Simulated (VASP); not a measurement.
Wanted: the native input for a VASP 6.6.1 run.

| Property | Result |
| --- | --- |
| Task | single point |
| Functional | PBE |
| Potentials or basis | VASP PAW PBE potentials, release 64 (C) |
| Cutoff | 520 eV |
| k mesh | 12 × 10 × 8 |
| Occupations | gaussian, width 0.1 eV |
| Spin | collinear spin, ferromagnetic start |
| Starting moments | [1.0] μB |
| Dipole correction | no |
| Further INCAR settings | ALGO = Normal; EDIFF = 1e-06; NBANDS = 12 |

The structure of C lies in POSCAR:

```
C
1.0
    1.3288826200      0.0000000000      0.0000000000
    0.0000000000      1.6812848600      0.0000000000
    0.0000000000      0.0000000000      2.4776661300
C
1
Direct
    0.0000000000      0.5000000000      0.0000000000
```

These files were run (other wordings do the same):

INCAR

```
SYSTEM = C
PREC = Accurate
ENCUT = 520
EDIFF = 1E-6
ISMEAR = 0
SIGMA = 0.1
LREAL = .False.
LASPH = .True.
NELM = 150
ALGO = Normal
ISIF = 2
LWAVE = .False.
LCHARG = .False.
ISPIN = 2
MAGMOM = 1
LORBIT = 11
GGA = PE
NBANDS = 12
```

KPOINTS

```
Automatic mesh
0
Gamma
  12 10 8
  0 0 0
```

Potentials or basis: VASP PAW PBE potentials, release 64 (C).

Command:

```bash
$ cat potpaw_PBE.64/C/POTCAR > POTCAR
$ mpirun -np 1 vasp_std > vasp.out
```

It gave:

| Property | Result |
| --- | --- |
| Pressure | 134.8 GPa |
| Band gap on the k mesh | zero (filled and empty bands overlap) |
| Net moment | 0.00 μB per cell |
| Valence electrons inside the program's atomic spheres | C 2.73 |

Caveat: the k points lie up to 0.39 Å⁻¹ apart.

Wall time 8.9 s on 1 thread of Intel(R) Xeon(R) 6975P-C (Granite Rapids), on a shared host, peak memory 0.12 GiB.
